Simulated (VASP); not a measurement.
# MgBe2SeO2 (P-6m2) in VASP: further runs

The runs below take MgBe2SeO2 through single point, with PBE.

All numbers are computed with VASP 6.6.1; they aren't measurements. Logs are shortened: lines on timing, memory, paths and dates and some standing lists are left out, and cuts for length are marked.

### Step 1. The cell of the first run

Symmetry: P-6m2, No. 187, hexagonal system. Conventional cell: a = 3.983 Å, b = 3.983 Å, c = 5.707 Å, α = 90.00°, β = 90.00°, γ = 120.00°. Mg (site symmetry -6m2) has 3 Be at 2.30 Å and 6 O at 2.58 Å and 2 Se at 2.85 Å within 3.0 Å. Be (site symmetry -6m2) has 2 O at 1.69 Å within 2.2 Å. Be (site symmetry -6m2) has 3 Mg at 2.30 Å and 6 O at 2.58 Å within 3.0 Å. Within 3.0 Å of Se (site symmetry -6m2) lie 3 Be at 2.30 Å and 6 O at 2.85 Å and 2 Mg at 2.85 Å. Within 2.2 Å of O (site symmetry 3m) lie 1 Be at 1.69 Å.

### Step 2. Single point, PBE

INCAR

```
SYSTEM = MgBe2SeO2
PREC = Accurate ; ENCUT = 520
EDIFF = 1E-6 ; ISMEAR = 0
SIGMA = 0.1 ; LREAL = .FALSE.
LASPH = .TRUE. ; NELM = 80
ALGO = Normal ; ISIF = 2
LWAVE = .FALSE. ; LCHARG = .TRUE.
GGA = PE ; LELF = .TRUE.
LVHAR = .TRUE. ; NBANDS = 21
```

KPOINTS

```
regular mesh
0
G
  6 6 4
  0 0 0
```

POSCAR

```
MgBe2SeO2
1.0
    3.9827880302      0.0000000000      0.0000000000
   -1.9913940151      3.4491956121      0.0000000000
    0.0000000000      0.0000000000      5.7065373072
Mg Be Se O
1 2 1 2
Direct
    0.3333333333      0.6666666667      0.5000000000
    0.6666666667      0.3333333333      0.0000000000
    0.0000000000      0.0000000000      0.5000000000
    0.3333333333      0.6666666667      0.0000000000
    0.6666666667      0.3333333333      0.2956244109
    0.6666666667      0.3333333333      0.7043755891
```

Potentials or basis: VASP PAW PBE potentials, release 64 (Mg, Be, Se, O).

On the command line:

```console
cat potpaw_PBE.64/Mg/POTCAR potpaw_PBE.64/Be/POTCAR potpaw_PBE.64/Se/POTCAR potpaw_PBE.64/O/POTCAR > POTCAR
mpirun -np 1 vasp_std > vasp.out
```

OUTCAR:

```text
SYSTEM = MgBe2SeO2
   PREC = Accurate
   ENCUT = 520
   EDIFF = 1E-6
   ISMEAR = 0
   LREAL = .FALSE.
   LASPH = .TRUE.
   NELM = 80
   ISIF = 2
   GGA = PE

 ion  position               nearest neighbor table
   1  0.333  0.667  0.500-   3 2.30   3 2.30   3 2.30   5 2.58   6 2.58   5 2.58   6 2.58   6 2.58
                             5 2.58   4 2.85   4 2.85
   2  0.667  0.333  0.000-   5 1.69   6 1.69   4 2.30   4 2.30   4 2.30
   3  0.000  0.000  0.500-   1 2.30   1 2.30   1 2.30
   4  0.333  0.667  0.000-   2 2.30   2 2.30   2 2.30   1 2.85   1 2.85
   5  0.667  0.333  0.296-   2 1.69   1 2.58   1 2.58   1 2.58
   6  0.667  0.333  0.704-   2 1.69   1 2.58   1 2.58   1 2.58

  LATTYP: Found a hexagonal cell.
 ALAT       =     3.9827880302
 C/A-ratio  =     1.4327996529

  Lattice vectors:

 A1 = (   3.9827880302,   0.0000000000,   0.0000000000)
 A2 = (  -1.9913940151,   3.4491956121,   0.0000000000)
 A3 = (   0.0000000000,   0.0000000000,   5.7065373072)

Analysis of symmetry for initial positions (statically):
=====================================================================
 Subroutine PRICEL returns:
 Original cell was already a primitive cell.

 Routine SETGRP: Setting up the symmetry group for a
 hexagonal supercell.

 Subroutine GETGRP returns: Found 12 space group operations
 (whereof 12 operations were pure point group operations)
 out of a pool of 24 trial point group operations.

The static configuration has the point symmetry D_3h.

Analysis of symmetry for dynamics (positions and initial velocities):
=====================================================================
 Subroutine PRICEL returns:
 Original cell was already a primitive cell.

 Routine SETGRP: Setting up the symmetry group for a
 hexagonal supercell.

 Subroutine GETGRP returns: Found 12 space group operations
 (whereof 12 operations were pure point group operations)
 out of a pool of 24 trial point group operations.

The dynamic configuration has the point symmetry D_3h.

 Subroutine INISYM returns: Found 12 space group operations
 (whereof 12 operations are pure point group operations),
 and found     1 'primitive' translations

----------------------------------------------------------------------------------------

                                     Primitive cell

  volume of cell :      78.3931

  direct lattice vectors                    reciprocal lattice vectors
     3.982788030  0.000000000  0.000000000     0.251080397  0.144961335  0.000000000
[... 93 lines left out ...]
   NSW    =      0    number of steps for IOM
   IBRION =     -1    ionic relax: 0-MD 1-quasi-New 2-CG
   NFREE  =      0    steps in history (QN), initial steepest desc. (CG)
   ISIF   =      2    stress and relaxation
   ISYM   =      2    0-nonsym 1-usesym 2-fastsym
   POTIM  = 0.5000    time-step for ionic-motion
   TEBEG  =    0.0;   TEEND  =   0.0 temperature during run
   PSTRESS=    0.0 pullay stress
   NELECT =      24.0000    total number of electrons
   NUPDOWN=      -1.0000    fix difference up-down
   EMIN   =  10.00;   EMAX   =-10.00  energy-range for DOS
   EFERMI =   0.00;   METHOD = LEGACY
   ISMEAR =     0;   SIGMA  =   0.10  broadening in eV -4-tet -1-fermi 0-gaus
   EFERMI_NEDOS =   21; number of points for ismear=-14 and -15
   IALGO  =     38    algorithm
   IMIX   =      4    mixing-type and parameters
     AMIX     =   0.40;   BMIX     =  1.00
     AMIX_MAG =   1.60;   BMIX_MAG =  1.00
  volume/ion in A,a.u.               =      13.07        88.17
  Fermi-wavevector in a.u.,A,eV,Ry     =   1.103365  2.085058 16.563939  1.217415
  Thomas-Fermi vector in A             =   2.239822
   LORBIT       =      0    0 simple, 1 ext, 2 COOP (PROOUT), +10 PAW based schemes
   GGA     = PE    functional components
   LHFCALC =     F    Hartree Fock is set to
   AEXX    =    0.0000 exact exchange contribution
   IVDW    =     0    specifies the selected vdW correction
   LEPSILON=     F    determine dielectric tensor
   LRPA    =     F    only Hartree local field effects (RPA)
 non-spin polarized calculation
 Gauss-broadening in eV      SIGMA  =   0.10
  energy-cutoff  :      520.00
  volume of cell :       78.39
 maximum number of plane-waves:      2139
 NGX is ok and might be reduce to    30
   NGX = 15   NGY = 15   NGZ = 21

 number of electron      23.9999998 magnetization

 Free energy of the ion-electron system (eV)
  ---------------------------------------------------
  ext. energy  EPLUGINS =         0.00000000
  ---------------------------------------------------
  free energy    TOTEN  =       -23.56101861 eV

  energy without entropy =      -23.55182426  energy(sigma->0) =      -23.55642144

 E-fermi :   3.5163     XC(G=0):  -9.8274

 val. band max:        3.4990158519   @ k =   0.1667   0.0000   0.0000
 cond. band min:       3.5787471715   @ k =   0.3333   0.3333   0.5000
 fundamental gap:      0.0797313196
 Fermi energy:         3.5162729124

 k-point     1 :       0.0000    0.0000    0.0000
  band No.  band energies     occupation
      1     -14.6145      2.00000
      2     -13.7691      2.00000
      3      -8.7361      2.00000
      4      -2.0939      2.00000
      5      -0.3172      2.00000
      6      -0.3172      2.00000
[... 493 lines left out ...]
     20      12.8805      0.00000
     21      13.3713      0.00000

------------------------ aborting loop because EDIFF is reached ----------------------------------------

  FORCE on cell =-STRESS in cart. coord.  units (eV):
  Direction    XX          YY          ZZ          XY          YZ          ZX
  --------------------------------------------------------------------------------------
  -------------------------------------------------------------------------------------
  Total       -0.0409939     -0.0409939      0.0399475      0.0000000      0.0000000      0.0000000
  in kB       -0.8378234     -0.8378234      0.8164359      0.0000000      0.0000000      0.0000000
  external PRESSURE =      -0.2864037 kB  Pullay stress =       0.0000000 kB

 VOLUME and BASIS-vectors are now :
 -----------------------------------------------------------------------------
  energy-cutoff  :      520.00
  volume of cell :       78.39
      direct lattice vectors                 reciprocal lattice vectors
     3.982788030  0.000000000  0.000000000     0.251080397  0.144961335  0.000000000
    -1.991394015  3.449195612  0.000000000     0.000000000  0.289922670  0.000000000
     0.000000000  0.000000000  5.706537307     0.000000000  0.000000000  0.175237617

 POSITION                                       TOTAL-FORCE (eV/Angst)
 -----------------------------------------------------------------------------------
     -0.00000      2.29946      2.85327         0.000000      0.000000      0.000000
      1.99139      1.14973      0.00000        -0.000000      0.000000      0.000000
      0.00000      0.00000      2.85327        -0.000000      0.000000      0.000000
     -0.00000      2.29946      0.00000        -0.000000      0.000000      0.000000
      1.99139      1.14973      1.68699        -0.000000      0.000000      0.031204
      1.99139      1.14973      4.01955        -0.000000     -0.000000     -0.031204
 -----------------------------------------------------------------------------------
    total drift:                               -0.000000      0.000000      0.000000

  FREE ENERGIE OF THE ION-ELECTRON SYSTEM (eV)
  ---------------------------------------------------
  free  energy   TOTEN  =       -23.5610186113 eV

  energy  without entropy=      -23.5518242626  energy(sigma->0) =      -23.55642144
```

OSZICAR:

```text
N       E                     dE             d eps       ncg     rms          rms(c)
DAV:   1     0.102659062258E+03    0.10266E+03   -0.10914E+04   882   0.998E+02
DAV:   2    -0.182159210789E+02   -0.12087E+03   -0.11498E+03  1147   0.204E+02
DAV:   3    -0.273599183838E+02   -0.91440E+01   -0.90755E+01  1080   0.599E+01
DAV:   4    -0.274455580979E+02   -0.85640E-01   -0.85565E-01  1047   0.675E+00
DAV:   5    -0.274464571278E+02   -0.89903E-03   -0.89887E-03  1081   0.668E-01    0.112E+01
DAV:   6    -0.244620415230E+02    0.29844E+01   -0.23427E+01  1007   0.271E+01    0.808E+00
DAV:   7    -0.236229653016E+02    0.83908E+00   -0.40740E+00  1027   0.109E+01    0.252E+00
DAV:   8    -0.235737598418E+02    0.49205E-01   -0.70849E-01  1027   0.478E+00    0.500E-01
DAV:   9    -0.235609271870E+02    0.12833E-01   -0.53300E-02  1041   0.988E-01    0.269E-01
DAV:  10    -0.235612596114E+02   -0.33242E-03   -0.30329E-03  1042   0.327E-01    0.130E-01
DAV:  11    -0.235610331067E+02    0.22650E-03   -0.19602E-03  1130   0.195E-01    0.567E-02
DAV:  12    -0.235610089464E+02    0.24160E-04   -0.22381E-04  1040   0.897E-02    0.194E-02
DAV:  13    -0.235610185843E+02   -0.96379E-05   -0.50214E-05  1027   0.414E-02    0.651E-03
DAV:  14    -0.235610186113E+02   -0.27067E-07   -0.13542E-06   814   0.764E-03
   1 F= -.23561019E+02 E0= -.23556421E+02  d E =-.919435E-02
```

It took 19 s on 1 thread of AMD EPYC 9R45 (Zen 5), shared host; peak memory 0.18 GiB.

What came out:

```
Free energy            : -23.5610 eV
Pressure               : 0.0 GPa
Largest force          : 0.031 eV/Å
Band gap on the k mesh : zero (band 12 reaches 3.68 eV, above the bottom of band 13 at 2.69 eV)
```

Forces in eV/Å, atoms in the order of the input:
```
Mg   0.000  0.000  0.000
Be   0.000  0.000  0.000
Be   0.000  0.000  0.000
Se   0.000  0.000  0.000
O    0.000  0.000  0.031
O    0.000  0.000 -0.031
```

Stress tensor (GPa, compression positive):
```
-0.08  0.00  0.00
 0.00 -0.08  0.00
 0.00  0.00  0.08
```

Levels at points of the mesh, in eV from the Fermi level:
```tsv
k point	band 10	band 11	band 12	band 13	band 14	band 15
(0.00, 0.00, 0.00)	-1.76	-1.54	-0.83	-0.83	2.51	2.51
(0.50, 0.00, 0.00)	-2.40	-0.98	-0.29	0.35	1.53	3.07
(0.00, 0.00, 0.50)	-2.22	-0.34	-0.34	0.83	1.95	2.09
(0.50, 0.00, 0.50)	-1.71	-0.51	-0.25	0.97	1.60	3.12
```

### Step 3. Single point, PBE

This run uses another cell than the first one, of 15.91 Å³/atom, 1.218 times its volume.

INCAR

```
ALGO = Normal
EDIFF = 1E-6
ENCUT = 520
GGA = PE
ISIF = 2
ISMEAR = 0
LASPH = T
LCHARG = T
LELF = T
LREAL = F
LVHAR = T
LWAVE = F
NBANDS = 21
NELM = 60
PREC = Accurate
SIGMA = 0.1
```

KPOINTS

```
k-points
0
Gamma
  6 6 4
```

POSCAR

```
MgBe2SeO2
1.0
    4.1261504400      0.0000000000      0.0000000000
   -2.0630752200      3.5733511000      0.0000000000
    0.0000000000      0.0000000000      6.4753950300
Mg Be Se O
1 2 1 2
Direct
    0.3333333300      0.6666666700      0.5000000000
    0.6666666700      0.3333333300      0.0000000000
    0.0000000000      0.0000000000      0.5000000000
    0.3333333300      0.6666666700      0.0000000000
    0.6666666700      0.3333333300      0.2672173200
    0.6666666700      0.3333333300      0.7327826800
```

Potentials or basis: VASP PAW PBE potentials, release 64 (Mg, Be, Se, O).

On the command line:

```console
cat potpaw_PBE.64/Mg/POTCAR potpaw_PBE.64/Be/POTCAR potpaw_PBE.64/Se/POTCAR potpaw_PBE.64/O/POTCAR > POTCAR
mpirun -np 1 vasp_std > vasp.out
```

Wall time 24 s (1 thread of AMD EPYC 9R45 (Zen 5), shared host); peak memory 0.2 GiB.

It converged, with:

| Quantity | Value |
| --- | --- |
| Free energy | -22.4419 eV |
| Pressure | -8.0 GPa |
| Largest force | 0.994 eV/Å |
| Band gap on the k mesh | zero (band 12 reaches 2.18 eV, above the bottom of band 13 at 1.40 eV) |

Forces on the atoms (eV/Å):
```
Mg   0.000  0.000  0.000
Be   0.000  0.000  0.000
Be   0.000  0.000  0.000
Se   0.000  0.000  0.000
O    0.000  0.000  0.994
O    0.000  0.000 -0.994
```

Stress tensor (GPa, compression positive):
```
 -3.65   0.00   0.00
  0.00  -3.65   0.00
  0.00   0.00 -16.60
```

Levels at points of the mesh, in eV from the Fermi level:
```tsv
k point	band 9	band 10	band 11	band 12	band 13	band 14	band 15	band 16
(0.00, 0.00, 0.00)	-1.90	-1.58	-1.48	-0.46	-0.46	2.44	2.44	3.41
(0.50, 0.00, 0.00)	-2.11	-2.07	-0.61	-0.12	-0.03	0.96	2.44	3.46
(0.00, 0.00, 0.50)	-2.23	-2.23	-0.26	-0.26	0.33	1.89	2.28	2.28
(0.50, 0.00, 0.50)	-2.61	-1.32	-0.70	-0.19	0.46	0.83	2.42	3.61
```

(Continued in part 2 of 2.)
